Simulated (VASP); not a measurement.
# Ag (Fm-3m) in VASP: a series of runs

Runs on Ag. Level: PBE. Tasks: relaxation of cell and atoms.

Everything below comes from runs of VASP 6.6.1. Logs are shortened: lines on timing, memory, paths and dates and some standing lists are left out, and cuts for length are marked.

### 1 The cell of the first run

It takes space group Fm-3m (No. 225, cubic). Conventional cell: a = 4.085 Å, b = 4.085 Å, c = 4.085 Å, α = 90.00°, β = 90.00°, γ = 90.00°. Ag (site symmetry m-3m) has 12 Ag at 2.89 Å within 3.8 Å.

### 2 Relaxation of cell and atoms, PBE, target pressure 5 GPa, at which the enthalpy is minimised

Input file INCAR:

```
SYSTEM = Ag
PREC = Accurate ; ENCUT = 600
EDIFF = 1E-7 ; ISMEAR = -1
SIGMA = 0.05 ; LREAL = .FALSE.
LASPH = .TRUE. ; NELM = 80
ALGO = Normal ; ISIF = 3
LWAVE = .FALSE. ; LCHARG = .FALSE.
GGA = PE ; IBRION = 2
NSW = 60 ; EDIFFG = -0.01
PSTRESS = 50.0
```

Input file KPOINTS:

```
regular mesh
0
G
  11 11 11
  0 0 0
```

Input file POSCAR:

```
Ag
1.0
    0.0000000000      2.0427500000      2.0427500000
    2.0427500000      0.0000000000      2.0427500000
    2.0427500000      2.0427500000      0.0000000000
Ag
1
Direct
    0.0000000000      0.0000000000      0.0000000000
```

Potentials or basis: VASP PAW PBE potentials, release 64 (Ag).

Run with:

```console
$ cat potpaw_PBE.64/Ag/POTCAR > POTCAR
$ mpirun -np 1 vasp_std > vasp.out
```

OUTCAR:

```text
SYSTEM = Ag
   PREC = Accurate
   ENCUT = 600
   EDIFF = 1E-7
   ISMEAR = -1
   LREAL = .FALSE.
   LASPH = .TRUE.
   NELM = 80
   ISIF = 3
   GGA = PE
   IBRION = 2
   NSW = 60
   EDIFFG = -0.01
   PSTRESS = 50.0

 ion  position               nearest neighbor table
   1  0.000  0.000  0.000-

  LATTYP: Found a face centered cubic cell.
 ALAT       =     4.0855000000

  Lattice vectors:

 A1 = (   0.0000000000,   2.0427500000,   2.0427500000)
 A2 = (   2.0427500000,   0.0000000000,   2.0427500000)
 A3 = (   2.0427500000,   2.0427500000,   0.0000000000)

Analysis of symmetry for initial positions (statically):
=====================================================================
 Subroutine PRICEL returns:
 Original cell was already a primitive cell.

 Routine SETGRP: Setting up the symmetry group for a
 face centered cubic supercell.

 Subroutine GETGRP returns: Found 48 space group operations
 (whereof 48 operations were pure point group operations)
 out of a pool of 48 trial point group operations.

The static configuration has the point symmetry O_h .

Analysis of symmetry for dynamics (positions and initial velocities):
=====================================================================
 Subroutine PRICEL returns:
 Original cell was already a primitive cell.

 Routine SETGRP: Setting up the symmetry group for a
 face centered cubic supercell.

 Subroutine GETGRP returns: Found 48 space group operations
 (whereof 48 operations were pure point group operations)
 out of a pool of 48 trial point group operations.

The dynamic configuration has the point symmetry O_h .

 Subroutine INISYM returns: Found 48 space group operations
 (whereof 48 operations are pure point group operations),
 and found     1 'primitive' translations

----------------------------------------------------------------------------------------

                                     Primitive cell

  volume of cell :      17.0481

  direct lattice vectors                    reciprocal lattice vectors
     0.000000000  2.042750000  2.042750000    -0.244768082  0.244768082  0.244768082
     2.042750000  0.000000000  2.042750000     0.244768082 -0.244768082  0.244768082
     2.042750000  2.042750000  0.000000000     0.244768082  0.244768082 -0.244768082

  length of vectors
     2.888884755  2.888884755  2.888884755     0.423950755  0.423950755  0.423950755

  position of ions in fractional coordinates (direct lattice)
     0.000000000  0.000000000  0.000000000

  ion indices of the primitive-cell ions
   primitive index   ion index
                 1           1

----------------------------------------------------------------------------------------

 KPOINTS: regular mesh

Automatic generation of k-mesh.
 Grid dimensions read from file:
 generate k-points for:   11   11   11

 Generating k-lattice:

  Cartesian coordinates                     Fractional coordinates (reciprocal lattice)
    -0.022251644  0.022251644  0.022251644     0.090909091  0.000000000  0.000000000
     0.022251644 -0.022251644  0.022251644     0.000000000  0.090909091  0.000000000
     0.022251644  0.022251644 -0.022251644     0.000000000  0.000000000  0.090909091

  Length of vectors
     0.038540978  0.038540978  0.038540978

  Shift w.r.t. Gamma in fractional coordinates (k-lattice)
     0.000000000  0.000000000  0.000000000

 Subroutine IBZKPT returns following result:
 ===========================================

 Found     56 irreducible k-points:

 Following reciprocal coordinates:
            Coordinates               Weight
  0.000000  0.000000  0.000000      1.000000
  0.090909  0.000000  0.000000      8.000000
  0.181818  0.000000  0.000000      8.000000
  0.272727  0.000000  0.000000      8.000000
  0.363636  0.000000  0.000000      8.000000
  0.454545  0.000000  0.000000      8.000000
[... 16 lines left out ...]
 -0.272727  0.181818  0.000000     24.000000
 -0.181818  0.181818  0.000000     12.000000
 [... further k-points ...]
   k-points           NKPTS =     56   k-points in BZ     NKDIM =     56   number of bands    NBANDS=      9
   number of dos      NEDOS =    301   number of ions     NIONS =      1
   total plane-waves  NPLWV =  13824
   dimension x,y,z NGX =    24 NGY =   24 NGZ =   24
   dimension x,y,z NGXF=    48 NGYF=   48 NGZF=   48
   ions per type =               1
   NGX,Y,Z   is equivalent  to a cutoff of  13.81, 13.81, 13.81 a.u.
   NGXF,Y,Z  is equivalent  to a cutoff of  27.62, 27.62, 27.62 a.u.
 SYSTEM =  Ag
   PREC   = accura    normal or accurate (medium, high low for compatibility)
   ISTART =      0    job   : 0-new  1-cont  2-samecut
   ICHARG =      2    charge: 1-file 2-atom 10-const
   ISPIN  =      1    spin polarized calculation?
   LNONCOLLINEAR =      F non collinear calculations
   LSORBIT =      F    spin-orbit coupling
   LASPH  =      T    aspherical Exc in radial PAW
   ENCUT  =  600.0 eV  44.10 Ry    6.64 a.u.   5.77  5.77  5.77*2*pi/ulx,y,z
   NELM   =     80;   NELMIN=  2; NELMDL= -5     # of ELM steps
   EDIFF  = 0.1E-06   stopping-criterion for ELM
   LREAL  =      F    real-space projection
   EDIFFG = -.1E-01   stopping-criterion for IOM
   NSW    =     60    number of steps for IOM
   IBRION =      2    ionic relax: 0-MD 1-quasi-New 2-CG
   NFREE  =      1    steps in history (QN), initial steepest desc. (CG)
   ISIF   =      3    stress and relaxation
   ISYM   =      2    0-nonsym 1-usesym 2-fastsym
   POTIM  = 0.5000    time-step for ionic-motion
   TEBEG  =    0.0;   TEEND  =   0.0 temperature during run
   PSTRESS=   50.0 pullay stress
   NELECT =      11.0000    total number of electrons
   NUPDOWN=      -1.0000    fix difference up-down
   EMIN   =  10.00;   EMAX   =-10.00  energy-range for DOS
   EFERMI =   0.00;   METHOD = LEGACY
   ISMEAR =    -1;   SIGMA  =   0.05  broadening in eV -4-tet -1-fermi 0-gaus
   EFERMI_NEDOS =   21; number of points for ismear=-14 and -15
   IALGO  =     38    algorithm
   IMIX   =      4    mixing-type and parameters
     AMIX     =   0.40;   BMIX     =  1.00
     AMIX_MAG =   1.60;   BMIX_MAG =  1.00
  volume/ion in A,a.u.               =      17.05       115.05
  Fermi-wavevector in a.u.,A,eV,Ry     =   1.414644  2.673290 27.228221  2.001218
  Thomas-Fermi vector in A             =   2.536165
   LORBIT       =      0    0 simple, 1 ext, 2 COOP (PROOUT), +10 PAW based schemes
   GGA     = PE    functional components
   LHFCALC =     F    Hartree Fock is set to
   AEXX    =    0.0000 exact exchange contribution
   IVDW    =     0    specifies the selected vdW correction
   LEPSILON=     F    determine dielectric tensor
   LRPA    =     F    only Hartree local field effects (RPA)
 conjugate gradient relaxation of ions
 non-spin polarized calculation
  energy-cutoff  :      600.00
  volume of cell :       17.05
 maximum number of plane-waves:       578
   NGX = 11   NGY = 11   NGZ = 11

--------------------------------------- Ionic step        1  -------------------------------------------

 number of electron      10.9999999 magnetization

 Free energy of the ion-electron system (eV)
  ---------------------------------------------------
  ext. energy  EPLUGINS =         0.00000000
  ---------------------------------------------------
  free energy    TOTEN  =        -2.71043402 eV

  energy without entropy =       -2.70761853  energy(sigma->0) =       -2.70902627

------------------------ aborting loop because EDIFF is reached ----------------------------------------

  FORCE on cell =-STRESS in cart. coord.  units (eV):
  Direction    XX          YY          ZZ          XY          YZ          ZX
  --------------------------------------------------------------------------------------
  -------------------------------------------------------------------------------------
  Total        0.4503997      0.4503997      0.4503997     -0.0000000     -0.0000000      0.0000000
  in kB       42.3285173     42.3285173     42.3285173     -0.0000000     -0.0000000      0.0000000
  external PRESSURE =      -7.6714827 kB  Pullay stress =      50.0000000 kB
[... 59 lines left out ...]
  enthalpy is  TOTEN    =        -2.1785026046 eV   P V=        0.5257680517

--------------------------------------- Ionic step        3  -------------------------------------------

 number of electron      10.9999999 magnetization

 Free energy of the ion-electron system (eV)
  ---------------------------------------------------
  ext. energy  EPLUGINS =         0.00000000
  ---------------------------------------------------
  free energy    TOTEN  =        -2.70719667 eV

  energy without entropy =       -2.70451261  energy(sigma->0) =       -2.70585464

 E-fermi :   8.7678     XC(G=0): -12.2520

 val. band max:        8.7247816466   @ k =  -0.4545   0.0909   0.0000
 cond. band min:       8.8239163086   @ k =   0.4545   0.3636   0.0000
 fundamental gap:      0.0991346620
 Fermi energy:         8.7678451273

 k-point     1 :       0.0000    0.0000    0.0000
  band No.  band energies     occupation
      1       0.7057      2.00000
      2       3.6848      2.00000
      3       3.6848      2.00000
      4       3.6848      2.00000
      5       4.7305      2.00000
      6       4.7305      2.00000
      7      24.5623      0.00000
      8      28.1814      0.00000
      9      28.1814      0.00000
[... 265 lines left out ...]
 k-point    24 :      -0.1818    0.1818    0.0000
  band No.  band energies     occupation
      1       2.7487      2.00000
      2       3.2791      2.00000
      3       3.9008      2.00000
      4       4.3048      2.00000
      5       4.3362      2.00000
      6       5.8860      2.00000
      7      20.5062      0.00000
      8      20.9190      0.00000
      9      27.2024      0.00000

 [... further k-points ...]
[... 5 lines left out ...]
  --------------------------------------------------------------------------------------
  -------------------------------------------------------------------------------------
  Total        0.5294971      0.5294971      0.5294971     -0.0000000     -0.0000000      0.0000000
  in kB       50.0925380     50.0925380     50.0925380     -0.0000000     -0.0000000      0.0000000
  external PRESSURE =       0.0925380 kB  Pullay stress =      50.0000000 kB
[... 16 lines left out ...]
  FREE ENERGIE OF THE ION-ELECTRON SYSTEM (eV)
  ---------------------------------------------------
  free  energy   TOTEN  =        -2.7071966656 eV

  energy  without entropy=       -2.7045126136  energy(sigma->0) =       -2.70585464

  enthalpy is  TOTEN    =        -2.1786777527 eV   P V=        0.5285189130

 reached required accuracy - stopping structural energy minimisation
```

It took 8.4 s on 1 thread of Intel Xeon 6975P-C (Granite Rapids), shared host; peak memory 0.15 GiB.

What came out:

- Free energy: -2.7072 eV
- Relaxed volume: 16.94 Å³/atom
- Relaxed cell: a = 2.883 Å, b = 2.883 Å, c = 2.883 Å, α = 60.00°, β = 60.00°, γ = 60.00°
- Space group after relaxing (to 0.05 Å): Fm-3m (No. 225)
- Energy change on relaxing (the enthalpy is what falls): +3.2 meV/atom
- Ionic steps: 3
- Pressure after relaxing: 5.0 GPa

Step by step:
```tsv
step	energy change (eV)	largest force (eV/Å)	pressure (GPa)	volume (Å³)
1	0.0000	0.0000	4.23	17.05
2	0.0062	0.0000	5.65	16.85
3	0.0032	0.0000	5.01	16.94
```

Final structure:
```
Ag
1.0
     0.00000    2.03825    2.03825
     2.03825    0.00000    2.03825
     2.03825    2.03825    0.00000
Ag
1
Direct
  0.00000 0.00000 0.00000
```

Caveat: the cell is relaxed towards a set pressure, so the enthalpy falls and the energy may rise.

[end of part 1 of 2]
